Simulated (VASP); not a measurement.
# Al2O3 (P-6m2) in VASP: a series of runs, part 2 of 2

VASP 6.6.1. The steps go on from the part before.

## Step 3: Single point, PBE+D3(BJ)

The input, INCAR:

```
  PREC = Accurate
  ENCUT = 520
  EDIFF = 1E-6
  ISMEAR = 0
  SIGMA = 0.05
  LREAL = F
  LASPH = T
  NELM = 100
  ALGO = Normal
  ISIF = 2
  LWAVE = F
  LCHARG = F
  GGA = PE
  IVDW = 12
  NBANDS = 20
```

The input, KPOINTS:

```
Automatic mesh
0
Gamma
  9 9 4
```

The input, POSCAR:

```
Al2O3
1.0
    2.8152956653      0.0000000000      0.0000000000
   -1.4076478327      2.4381175653      0.0000000000
    0.0000000000      0.0000000000      7.1641672095
Al O
2 3
Direct
    0.0000000000      0.0000000000      0.1907358529
    0.0000000000      0.0000000000      0.8092641471
    0.3333333333      0.6666666667      0.2977981479
    0.6666666667      0.3333333333      0.0000000000
    0.3333333333      0.6666666667      0.7022018521
```

Potentials or basis: VASP PAW PBE potentials, release 64 (Al, O).

On the command line:

```sh
cat potpaw_PBE.64/Al/POTCAR potpaw_PBE.64/O/POTCAR > POTCAR
mpirun -np 1 vasp_std > vasp.out
```

OUTCAR:

```text
PREC = Accurate
   ENCUT = 520
   EDIFF = 1E-6
   ISMEAR = 0
   LREAL = F
   LASPH = T
   NELM = 100
   ISIF = 2
   GGA = PE
   IVDW = 12
 IVDW          = 12

 ion  position               nearest neighbor table
   1  0.000  0.000  0.191-   3 1.80   3 1.80   3 1.80   4 2.12   4 2.12   4 2.12   2 2.73
   2  0.000  0.000  0.809-   5 1.80   5 1.80   5 1.80   4 2.12   4 2.12   4 2.12   1 2.73
   3  0.333  0.667  0.298-   1 1.80   1 1.80   1 1.80
   4  0.667  0.333  0.000-   1 2.12   2 2.12   1 2.12   2 2.12   1 2.12   2 2.12
   5  0.333  0.667  0.702-   2 1.80   2 1.80   2 1.80

  LATTYP: Found a hexagonal cell.
 ALAT       =     2.8152956653
 C/A-ratio  =     2.5447299542

  Lattice vectors:

 A1 = (   2.8152956653,   0.0000000000,   0.0000000000)
 A2 = (  -1.4076478327,   2.4381175653,   0.0000000000)
 A3 = (   0.0000000000,   0.0000000000,   7.1641672095)

Analysis of symmetry for initial positions (statically):
=====================================================================
 Subroutine PRICEL returns:
 Original cell was already a primitive cell.

 Routine SETGRP: Setting up the symmetry group for a
 hexagonal supercell.

 Subroutine GETGRP returns: Found 12 space group operations
 (whereof 12 operations were pure point group operations)
 out of a pool of 24 trial point group operations.

The static configuration has the point symmetry D_3h.

Analysis of symmetry for dynamics (positions and initial velocities):
=====================================================================
 Subroutine PRICEL returns:
 Original cell was already a primitive cell.

 Routine SETGRP: Setting up the symmetry group for a
 hexagonal supercell.

 Subroutine GETGRP returns: Found 12 space group operations
 (whereof 12 operations were pure point group operations)
 out of a pool of 24 trial point group operations.

[... 123 lines left out ...]
   IALGO  =     38    algorithm
   IMIX   =      4    mixing-type and parameters
     AMIX     =   0.40;   BMIX     =  1.00
     AMIX_MAG =   1.60;   BMIX_MAG =  1.00
  volume/ion in A,a.u.               =       9.83        66.37
  Fermi-wavevector in a.u.,A,eV,Ry     =   1.288933  2.435731 22.604027  1.661349
  Thomas-Fermi vector in A             =   2.420857
   LORBIT       =      0    0 simple, 1 ext, 2 COOP (PROOUT), +10 PAW based schemes
   GGA     = PE    functional components
   LHFCALC =     F    Hartree Fock is set to
   AEXX    =    0.0000 exact exchange contribution
   IVDW    =    12    specifies the selected vdW correction
   LEPSILON=     F    determine dielectric tensor
   LRPA    =     F    only Hartree local field effects (RPA)
 non-spin polarized calculation
 Gauss-broadening in eV      SIGMA  =   0.05
  energy-cutoff  :      520.00
  volume of cell :       49.17
 maximum number of plane-waves:      1340
 NGX is ok and might be reduce to    24
   NGX = 11   NGY = 11   NGZ = 27

 number of electron      24.0000001 magnetization

 Free energy of the ion-electron system (eV)
  ---------------------------------------------------
  ext. energy  EPLUGINS =         0.00000000
  ---------------------------------------------------
  free energy    TOTEN  =       -36.13665504 eV

  energy without entropy =      -36.13665504  energy(sigma->0) =      -36.13665504

 E-fermi :   4.6693     XC(G=0): -10.6642

 val. band max:        4.3498311578   @ k =   0.3333   0.3333   0.5000
 cond. band min:       8.8249346244   @ k =   0.0000   0.0000   0.0000
 fundamental gap:      4.4751034666
 Fermi energy:         4.6692788047

 k-point     1 :       0.0000    0.0000    0.0000
  band No.  band energies     occupation
      1     -15.2648      2.00000
      2     -13.4345      2.00000
      3     -12.7511      2.00000
      4      -1.5220      2.00000
      5       1.5610      2.00000
      6       2.4483      2.00000
[... 541 lines left out ...]
     19      17.2800      0.00000
     20      18.6207      0.00000

 [... further k-points ...]

------------------------ aborting loop because EDIFF is reached ----------------------------------------

 Edisp (eV)   -1.02545

 E8    (eV) :    -0.3877

  FORCE on cell =-STRESS in cart. coord.  units (eV):
  Direction    XX          YY          ZZ          XY          YZ          ZX
  --------------------------------------------------------------------------------------
  -------------------------------------------------------------------------------------
  Total       1.79601     1.79601    -0.39938    -0.00000     0.00000     0.00000
  in kB      58.51606    58.51606   -13.01218    -0.00000     0.00000     0.00000
  external pressure =       34.67 kB  Pullay stress =        0.00 kB

 VOLUME and BASIS-vectors are now :
 -----------------------------------------------------------------------------
  energy-cutoff  :      520.00
  volume of cell :       49.17
      direct lattice vectors                 reciprocal lattice vectors
     2.815295665  0.000000000  0.000000000     0.355202479  0.205076247  0.000000000
    -1.407647833  2.438117565  0.000000000     0.000000000  0.410152494  0.000000000
     0.000000000  0.000000000  7.164167210     0.000000000  0.000000000  0.139583565

 POSITION                                       TOTAL-FORCE (eV/Angst)
 -----------------------------------------------------------------------------------
      0.00000      0.00000      1.36646        -0.000000      0.000000      1.528223
      0.00000      0.00000      5.79770         0.000000      0.000000     -1.528223
     -0.00000      1.62541      2.13348        -0.000000     -0.000000     -1.212528
      1.40765      0.81271      0.00000         0.000000     -0.000000      0.000000
     -0.00000      1.62541      5.03069        -0.000000     -0.000000      1.212528
 -----------------------------------------------------------------------------------
    total drift:                                0.000000     -0.000000      0.000000

  FREE ENERGIE OF THE ION-ELECTRON SYSTEM (eV)
  ---------------------------------------------------
  free  energy   TOTEN  =       -37.1621086034 eV

  energy  without entropy=      -37.1621086034  energy(sigma->0) =      -37.16210860
```

stdout:

```text
POSCAR found type information on POSCAR AlO
 POSCAR found :  2 types and       5 ions
 scaLAPACK will be used
 LDA part: xc-table for (Slater+PW92), standard interpolation
 POSCAR, INCAR and KPOINTS ok, starting setup
 FFT: planning ... GRIDC
 FFT: planning ... GRID_SOFT
 FFT: planning ... GRID
 WAVECAR not read
 entering main loop
```

Run time: 26 s. Hardware: 1 thread of Intel Xeon Platinum 8175M at 2.50GHz (Skylake/Cascade Lake), shared host; peak memory 0.2 GiB.

Results:

```yaml
Free_energy: -37.1621 eV
Pressure: 3.5 GPa
Largest_force: 1.528 eV/Å
Band_gap_on_the_k_mesh: 4.48 eV, indirect (least direct gap 4.57 eV)
Dispersion_energy_per_atom: -0.205 eV
```

Forces on the atoms (eV/Å):
```
Al   0.000  0.000  1.528
Al   0.000  0.000 -1.528
O    0.000  0.000 -1.213
O    0.000  0.000  0.000
O    0.000  0.000  1.213
```

Levels at points of the mesh, in eV from the valence-band top:
| k point | band 8 | band 9 | band 10 | band 11 | band 12 | band 13 | band 14 | band 15 | band 16 | band 17 |
| --- | --- | --- | --- | --- | --- | --- | --- | --- | --- | --- |
| (0.00, 0.00, 0.00) | -0.89 | -0.89 | -0.77 | -0.77 | -0.09 | 4.48 | 7.85 | 8.85 | 12.84 | 13.43 |
| (0.00, 0.00, 0.50) | -1.06 | -0.94 | -0.94 | -0.73 | -0.73 | 4.92 | 7.78 | 8.50 | 12.86 | 14.23 |

Caveat: forces of over 1 eV/Å act on the atoms, so gaps and moduli don't describe the material at rest.

## Step 4: Single point, PBE+D3(BJ)

This run uses another cell than the first one, of 10.94 Å³/atom, 1.113 times its volume.

The input, INCAR:

```
SYSTEM = Al2O3
ALGO = Normal
EDIFF = 1E-6
ENCUT = 520
GGA = PE
ISIF = 2
ISMEAR = 0
IVDW = 12
LASPH = .True.
LCHARG = .True.
LELF = .True.
LREAL = .False.
LVHAR = .True.
LWAVE = .False.
NBANDS = 20
NELM = 60
PREC = Accurate
SIGMA = 0.05
```

The input, KPOINTS:

```
k-points
0
Gamma
  9 9 4
  0 0 0
```

POSCAR, as its differences from that of step 3:

```diff
@@ -2,5 +2,5 @@
 1.0
-    2.8152956653      0.0000000000      0.0000000000
-   -1.4076478327      2.4381175653      0.0000000000
-    0.0000000000      0.0000000000      7.1641672095
+    2.9172793866      0.0000000000      0.0000000000
+   -1.4586396933      2.5264380587      0.0000000000
+    0.0000000000      0.0000000000      7.4236882398
 Al O
```

On the command line:

```sh
cat potpaw_PBE.64/Al/POTCAR potpaw_PBE.64/O/POTCAR > POTCAR
mpirun -np 1 vasp_std > vasp.out
```

It took 40 s on 1 thread of Intel Xeon Platinum 8375C at 2.90GHz (Ice Lake), shared host; peak memory 0.19 GiB.

The run converged. Its results:

```
Free energy                : -36.9541 eV
Pressure                   : -14.3 GPa
Largest force              : 2.212 eV/Å
Band gap on the k mesh     : 3.62 eV, indirect (least direct gap 3.68 eV)
Dispersion energy per atom : -0.184 eV
```

Forces in eV/Å, atoms in the order of the input:
```
Al   0.000  0.000  1.691
Al   0.000  0.000 -1.691
O    0.000  0.000 -2.212
O    0.000  0.000  0.000
O    0.000  0.000  2.212
```

Stress tensor (GPa, compression positive):
```
-14.48   0.00   0.00
  0.00 -14.48   0.00
  0.00   0.00 -13.85
```

Levels at points of the mesh, in eV from the valence-band top:
| k point | band 8 | band 9 | band 10 | band 11 | band 12 | band 13 | band 14 | band 15 | band 16 | band 17 |
| --- | --- | --- | --- | --- | --- | --- | --- | --- | --- | --- |
| (0.00, 0.00, 0.00) | -0.87 | -0.87 | -0.75 | -0.75 | -0.05 | 3.62 | 7.13 | 7.59 | 12.17 | 12.29 |
| (0.00, 0.00, 0.50) | -0.91 | -0.91 | -0.87 | -0.72 | -0.72 | 4.08 | 6.72 | 7.68 | 11.70 | 13.55 |

Caveat: forces of over 1 eV/Å act on the atoms, so gaps and moduli don't describe the material at rest. A k mesh can miss the band edges.

## Step 5: Single point, PBE+D3(BJ)

This run uses another cell than the first one, of 10.94 Å³/atom, 1.113 times its volume.

The input, INCAR:

```
ALGO = Normal
EDIFF = 1E-6
ENCUT = 520
GGA = PE
ISIF = 2
ISMEAR = 0
IVDW = 12
LASPH = True
LCHARG = True
LELF = True
LREAL = False
LVHAR = True
LWAVE = False
NBANDS = 20
NELM = 80
PREC = Accurate
SIGMA = 0.05
```

The input, KPOINTS:

```
k-points
0
Gamma
  9 9 4
```

POSCAR, as its differences from that of step 4:

```diff
@@ -10,4 +10,4 @@
     0.0000000000      0.0000000000      0.8092641471
-    0.3333333333      0.6666666667      0.2977981479
+    0.3333333333      0.6666666667      0.2703868429
     0.6666666667      0.3333333333      0.0000000000
-    0.3333333333      0.6666666667      0.7022018521
+    0.3333333333      0.6666666667      0.7296131571
```

On the command line:

```sh
cat potpaw_PBE.64/Al/POTCAR potpaw_PBE.64/O/POTCAR > POTCAR
mpirun -np 1 vasp_std > vasp.out
```

Wall time 40 s (1 thread of Intel Xeon Platinum 8375C at 2.90GHz (Ice Lake), shared host); peak memory 0.2 GiB.

The run converged. Its results:

- Free energy: -37.1911 eV
- Pressure: -2.1 GPa
- Largest force: 1.344 eV/Å
- Band gap on the k mesh: 4.38 eV, indirect (least direct gap 4.56 eV)
- Dispersion energy per atom: -0.185 eV

Forces in eV/Å, atoms in the order of the input:
```
Al   0.000  0.000 -1.344
Al   0.000  0.000  1.344
O    0.000  0.000  1.095
O    0.000  0.000  0.000
O    0.000  0.000 -1.095
```

Stress tensor (GPa, compression positive):
```
-3.55  0.00  0.00
 0.00 -3.55  0.00
 0.00  0.00  0.66
```

Levels at points of the mesh, in eV from the valence-band top:
| k point | band 8 | band 9 | band 10 | band 11 | band 12 | band 13 | band 14 | band 15 | band 16 | band 17 |
| --- | --- | --- | --- | --- | --- | --- | --- | --- | --- | --- |
| (0.00, 0.00, 0.00) | -1.98 | -1.98 | -0.39 | -0.39 | -0.18 | 4.38 | 7.21 | 7.73 | 10.70 | 13.83 |
| (0.00, 0.00, 0.50) | -1.99 | -1.99 | -0.72 | -0.39 | -0.39 | 5.00 | 6.41 | 7.83 | 11.24 | 14.13 |

Caveat: forces of over 1 eV/Å act on the atoms, so gaps and moduli don't describe the material at rest.
